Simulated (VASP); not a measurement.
**ScNbN: single point with r2SCAN+D3(BJ)**

Crystal: ScNbN.

```xyz
6
Lattice="3.1110 0.0000 0.0000 -1.5555 2.6942 0.0000 0.0000 0.0000 10.3572" Properties=species:S:1:pos:R:3 pbc="T T T"
Sc    0.0000    0.0000    5.1786
Sc    0.0000    0.0000    0.0000
Nb    1.5555    0.8981    7.7945
Nb    0.0000    1.7961    2.5627
N     1.5555    0.8981    3.8548
N     0.0000    1.7961    6.5023
```

```json
{
 "Program": "VASP 6.6.1",
 "Task": "single point",
 "Functional": "r2SCAN",
 "Dispersion": "D3(BJ)",
 "Potentials or basis": "VASP PAW PBE potentials, release 64 (Sc_sv, Nb_sv, N)",
 "Cutoff": "520 eV",
 "k mesh": "5 × 5 × 2",
 "Occupations": "gaussian, width 0.2 eV",
 "Spin": "no spin polarisation"
}
```

```json
{
  "Pressure": "-5.3 GPa",
  "Largest force": "0.170 eV/Å",
  "Band gap on the k mesh": "zero (band 29 reaches 8.92 eV, above the bottom of band 30 at 8.18 eV)",
  "Dispersion energy per atom": "-0.219 eV"
}
```

Forces in eV/Å, atoms in the order of the input:
```
Sc   0.000  0.000  0.000
Sc   0.000  0.000  0.000
Nb   0.000  0.000 -0.150
Nb   0.000  0.000  0.150
N    0.000  0.000 -0.170
N    0.000  0.000  0.170
```

Stress tensor (GPa, compression positive):
```
-5.56  0.00  0.00
 0.00 -5.56  0.00
 0.00  0.00 -4.85
```

Levels at points of the mesh, in eV from the Fermi level:
| k point | band 27 | band 28 | band 29 | band 30 | band 31 | band 32 |
| --- | --- | --- | --- | --- | --- | --- |
| (0.00, 0.00, 0.00) | -0.97 | 0.56 | 0.56 | 0.67 | 1.03 | 1.22 |
| (0.00, 0.00, 0.50) | -0.30 | 0.15 | 0.62 | 0.62 | 1.07 | 1.07 |

It took 4.7 min on 1 thread of Intel(R) Xeon(R) Platinum 8259CL CPU @ 2.50GHz (Skylake/Cascade Lake) (shared host), peak memory 0.23 GiB.

Caveat: the k points lie up to 0.47 Å⁻¹ apart; three body term missing; the PAW data sets were made with another functional, which shifts forces and pressure a little; pairwise dispersion overbinds metals, which lowers pressure and volume.
